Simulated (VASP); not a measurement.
# MgH2 (Pa-3) in VASP: single point with PBEsol

Aim: the single point of MgH2 with PBEsol.

Program: VASP 6.6.1. These are calculated values, not measurements. Logs are shortened: lines on timing, memory, paths and dates and some standing lists are left out, and cuts for length are marked.

### Step 1. The cell of the first run

Symmetry: Pa-3, No. 205, cubic system. The conventional cell has a = 4.789 Å, b = 4.789 Å, c = 4.789 Å, α = 90.00°, β = 90.00°, γ = 90.00°. Mg (site symmetry -3) has 6 H at 1.96 Å within 2.6 Å. H (site symmetry 3) has 3 Mg at 1.96 Å and 7 H at 2.56 to 2.59 Å within 2.6 Å.

### Step 2. Single point, PBEsol

Contents of INCAR:

```
PREC = Accurate
ENCUT = 600
EDIFF = 1E-6
ISMEAR = -1
SIGMA = 0.05
LREAL = F
LASPH = T
NELM = 120
ALGO = Normal
ISIF = 2
LWAVE = F
LCHARG = F
GGA = PS
NBANDS = 20
GGA_COMPAT = F
```

Contents of KPOINTS:

```
regular mesh
0
Gamma
  3 3 3
```

Contents of POSCAR:

```
MgH2
1.0
    4.7892341100      0.0000000000      0.0000000000
    0.0000000000      4.7892341100      0.0000000000
    0.0000000000      0.0000000000      4.7892341100
Mg H
4 8
Direct
    0.5000000000      0.5000000000      0.0000000000
    0.5000000000      0.0000000000      0.5000000000
    0.0000000000      0.5000000000      0.5000000000
    0.0000000000      0.0000000000      0.0000000000
    0.1560614600      0.8439385400      0.3439385400
    0.8439385400      0.3439385400      0.1560614600
    0.3439385400      0.1560614600      0.8439385400
    0.6560614600      0.6560614600      0.6560614600
    0.8439385400      0.1560614600      0.6560614600
    0.1560614600      0.6560614600      0.8439385400
    0.6560614600      0.8439385400      0.1560614600
    0.3439385400      0.3439385400      0.3439385400
```

Potentials or basis: VASP PAW PBE potentials, release 64 (Mg, H).

On the command line:

```
$ cat potpaw_PBE.64/Mg/POTCAR potpaw_PBE.64/H/POTCAR > POTCAR
$ mpirun -np 1 vasp_std > vasp.out
```

OUTCAR:

```text
PREC = Accurate
   ENCUT = 600
   EDIFF = 1E-6
   ISMEAR = -1
   LREAL = F
   LASPH = T
   NELM = 120
   ISIF = 2
   GGA = PS

 ion  position               nearest neighbor table
   1  0.500  0.500  0.000-   6 1.96   7 1.96   8 1.96  10 1.96  11 1.96  12 1.96   2 3.39   3 3.39
                             4 3.39   2 3.39   3 3.39   2 3.39   4 3.39   2 3.39   3 3.39   4 3.39
   2  0.500  0.000  0.500-   5 1.96   7 1.96   8 1.96   9 1.96  11 1.96  12 1.96   1 3.39   3 3.39
                             4 3.39   1 3.39   4 3.39   1 3.39   3 3.39   1 3.39   3 3.39   4 3.39
   3  0.000  0.500  0.500-   5 1.96   6 1.96   8 1.96   9 1.96  10 1.96  12 1.96   1 3.39   2 3.39
                             4 3.39   1 3.39   4 3.39   2 3.39   4 3.39   4 3.39   1 3.39   2 3.39
   4  0.000  0.000  0.000-   5 1.96   6 1.96   7 1.96   9 1.96  10 1.96  11 1.96   1 3.39   2 3.39
                             3 3.39   2 3.39   3 3.39   1 3.39   3 3.39   3 3.39   1 3.39   2 3.39
   5  0.156  0.844  0.344-   2 1.96   3 1.96   4 1.96
   6  0.844  0.344  0.156-   1 1.96   3 1.96   4 1.96
   7  0.344  0.156  0.844-   1 1.96   2 1.96   4 1.96
   8  0.656  0.656  0.656-   1 1.96   2 1.96   3 1.96
   9  0.844  0.156  0.656-   2 1.96   3 1.96   4 1.96
  10  0.156  0.656  0.844-   1 1.96   3 1.96   4 1.96
  11  0.656  0.844  0.156-   1 1.96   2 1.96   4 1.96
  12  0.344  0.344  0.344-   1 1.96   2 1.96   3 1.96

  LATTYP: Found a simple cubic cell.
 ALAT       =     4.7892341100

  Lattice vectors:

 A1 = (   4.7892341100,   0.0000000000,   0.0000000000)
 A2 = (   0.0000000000,   4.7892341100,   0.0000000000)
 A3 = (   0.0000000000,   0.0000000000,   4.7892341100)

Analysis of symmetry for initial positions (statically):
=====================================================================
 Subroutine PRICEL returns:
 Original cell was already a primitive cell.

 Routine SETGRP: Setting up the symmetry group for a
 simple cubic supercell.

 Subroutine GETGRP returns: Found 24 space group operations
 (whereof  6 operations were pure point group operations)
 out of a pool of 48 trial point group operations.

The static configuration has the point symmetry S_6 .
 The point group associated with its full space group is T_h .

Analysis of symmetry for dynamics (positions and initial velocities):
=====================================================================
 Subroutine PRICEL returns:
 Original cell was already a primitive cell.

 Routine SETGRP: Setting up the symmetry group for a
 simple cubic supercell.

[... 115 lines left out ...]
   NELECT =      16.0000    total number of electrons
   NUPDOWN=      -1.0000    fix difference up-down
   EMIN   =  10.00;   EMAX   =-10.00  energy-range for DOS
   EFERMI =   0.00;   METHOD = LEGACY
   ISMEAR =    -1;   SIGMA  =   0.05  broadening in eV -4-tet -1-fermi 0-gaus
   EFERMI_NEDOS =   21; number of points for ismear=-14 and -15
   IALGO  =     38    algorithm
   IMIX   =      4    mixing-type and parameters
     AMIX     =   0.40;   BMIX     =  1.00
     AMIX_MAG =   1.60;   BMIX_MAG =  1.00
  volume/ion in A,a.u.               =       9.15        61.78
  Fermi-wavevector in a.u.,A,eV,Ry     =   0.861355  1.627725 10.094600  0.741932
  Thomas-Fermi vector in A             =   1.978996
   LORBIT       =      0    0 simple, 1 ext, 2 COOP (PROOUT), +10 PAW based schemes
   GGA     = PS    functional components
   LHFCALC =     F    Hartree Fock is set to
   AEXX    =    0.0000 exact exchange contribution
   IVDW    =     0    specifies the selected vdW correction
   LEPSILON=     F    determine dielectric tensor
   LRPA    =     F    only Hartree local field effects (RPA)
 non-spin polarized calculation
  energy-cutoff  :      600.00
  volume of cell :      109.85
 maximum number of plane-waves:      3743
 NGX is ok and might be reduce to    40
   NGX = 19   NGY = 19   NGZ = 19

 number of electron      16.0000010 magnetization

 Free energy of the ion-electron system (eV)
  ---------------------------------------------------
  ext. energy  EPLUGINS =         0.00000000
  ---------------------------------------------------
  free energy    TOTEN  =       -35.26544421 eV

  energy without entropy =      -35.26544421  energy(sigma->0) =      -35.26544421

 E-fermi :   2.4786     XC(G=0):  -9.0658

 val. band max:        1.3925484586   @ k =   0.0000   0.0000   0.0000
 cond. band min:       3.8150067270   @ k =   0.3333   0.0000   0.0000
 fundamental gap:      2.4224582684
 Fermi energy:         2.4786165082

 k-point     1 :       0.0000    0.0000    0.0000
  band No.  band energies     occupation
      1      -7.0421      2.00000
      2      -2.2382      2.00000
      3      -2.2382      2.00000
      4      -2.2382      2.00000
      5      -1.0225      2.00000
      6      -1.0225      2.00000
[... 81 lines left out ...]
     19      10.7039      0.00000
     20      11.2488      0.00000

------------------------ aborting loop because EDIFF is reached ----------------------------------------

  FORCE on cell =-STRESS in cart. coord.  units (eV):
  Direction    XX          YY          ZZ          XY          YZ          ZX
  --------------------------------------------------------------------------------------
  -------------------------------------------------------------------------------------
  Total       -0.2284098     -0.2284098     -0.2284098      0.0000000     -0.0000000     -0.0000000
  in kB       -3.3314030     -3.3314030     -3.3314030      0.0000000     -0.0000000     -0.0000000
  external PRESSURE =      -3.3314030 kB  Pullay stress =       0.0000000 kB

 VOLUME and BASIS-vectors are now :
 -----------------------------------------------------------------------------
  energy-cutoff  :      600.00
  volume of cell :      109.85
      direct lattice vectors                 reciprocal lattice vectors
     4.789234110  0.000000000  0.000000000     0.208801653  0.000000000  0.000000000
     0.000000000  4.789234110  0.000000000     0.000000000  0.208801653  0.000000000
     0.000000000  0.000000000  4.789234110     0.000000000  0.000000000  0.208801653

 POSITION                                       TOTAL-FORCE (eV/Angst)
 -----------------------------------------------------------------------------------
      2.39462      2.39462      0.00000         0.000000      0.000000      0.000000
      2.39462      0.00000      2.39462         0.000000      0.000000      0.000000
      0.00000      2.39462      2.39462         0.000000      0.000000      0.000000
      0.00000      0.00000      0.00000         0.000000      0.000000      0.000000
      0.74741      4.04182      1.64720        -0.026528      0.026528      0.026528
      4.04182      1.64720      0.74741         0.026528      0.026528     -0.026528
      1.64720      0.74741      4.04182         0.026528     -0.026528      0.026528
      3.14203      3.14203      3.14203        -0.026528     -0.026528     -0.026528
      4.04182      0.74741      3.14203         0.026528     -0.026528     -0.026528
      0.74741      3.14203      4.04182        -0.026528     -0.026528      0.026528
      3.14203      4.04182      0.74741        -0.026528      0.026528     -0.026528
      1.64720      1.64720      1.64720         0.026528      0.026528      0.026528
 -----------------------------------------------------------------------------------
    total drift:                                0.000000      0.000000      0.000000

  FREE ENERGIE OF THE ION-ELECTRON SYSTEM (eV)
  ---------------------------------------------------
  free  energy   TOTEN  =       -35.2654442088 eV

  energy  without entropy=      -35.2654442088  energy(sigma->0) =      -35.26544421
```

OSZICAR:

```text
N       E                     dE             d eps       ncg     rms          rms(c)
DAV:   1     0.982737289046E+01    0.98274E+01   -0.60455E+03   160   0.710E+02
DAV:   2    -0.344190482709E+02   -0.44246E+02   -0.39196E+02   188   0.100E+02
DAV:   3    -0.374872914659E+02   -0.30682E+01   -0.30428E+01   200   0.244E+01
DAV:   4    -0.375056161923E+02   -0.18325E-01   -0.18320E-01   192   0.207E+00
DAV:   5    -0.375057827418E+02   -0.16655E-03   -0.16655E-03   184   0.217E-01    0.844E+00
DAV:   6    -0.358596021721E+02    0.16462E+01   -0.76085E-01   188   0.371E+00    0.435E+00
DAV:   7    -0.352597935060E+02    0.59981E+00   -0.11113E+00   188   0.462E+00    0.638E-01
DAV:   8    -0.352661522500E+02   -0.63587E-02   -0.27215E-02   184   0.792E-01    0.151E-01
DAV:   9    -0.352654382502E+02    0.71400E-03   -0.81608E-04   216   0.131E-01    0.207E-02
DAV:  10    -0.352654476292E+02   -0.93790E-05   -0.65358E-05   192   0.377E-02    0.168E-02
DAV:  11    -0.352654441670E+02    0.34622E-05   -0.50253E-06   188   0.907E-03    0.258E-03
DAV:  12    -0.352654442088E+02   -0.41797E-07   -0.44465E-07   128   0.311E-03
   1 F= -.35265444E+02 E0= -.35265444E+02  d E =-.325401E-10
```

Wall time 34 s (1 thread of AMD EPYC 7R13, shared host); peak memory 0.2 GiB.

What came out:

```yaml
Free_energy: -35.2654 eV
Pressure: -0.3 GPa
Largest_force: 0.046 eV/Å
Band_gap_on_the_k_mesh: 2.42 eV, indirect (least direct gap 3.25 eV)
```

Forces in eV/Å, atoms in the order of the input:
```
Mg   0.000  0.000  0.000
Mg   0.000  0.000  0.000
Mg   0.000  0.000  0.000
Mg   0.000  0.000  0.000
H   -0.027  0.027  0.027
H    0.027  0.027 -0.027
H    0.027 -0.027  0.027
H   -0.027 -0.027 -0.027
H    0.027 -0.027 -0.027
H   -0.027 -0.027  0.027
H   -0.027  0.027 -0.027
H    0.027  0.027  0.027
```

Levels at points of the mesh, in eV from the valence-band top:
| k point | band 5 | band 6 | band 7 | band 8 | band 9 | band 10 | band 11 | band 12 |
| --- | --- | --- | --- | --- | --- | --- | --- | --- |
| (0.00, 0.00, 0.00) | -2.42 | -2.42 | -2.42 | 0.00 | 3.25 | 3.25 | 3.25 | 4.94 |

Caveat: the k points lie up to 0.44 Å⁻¹ apart; the PAW data sets were made with another functional, which shifts forces and pressure a little. A k mesh can miss the band edges.
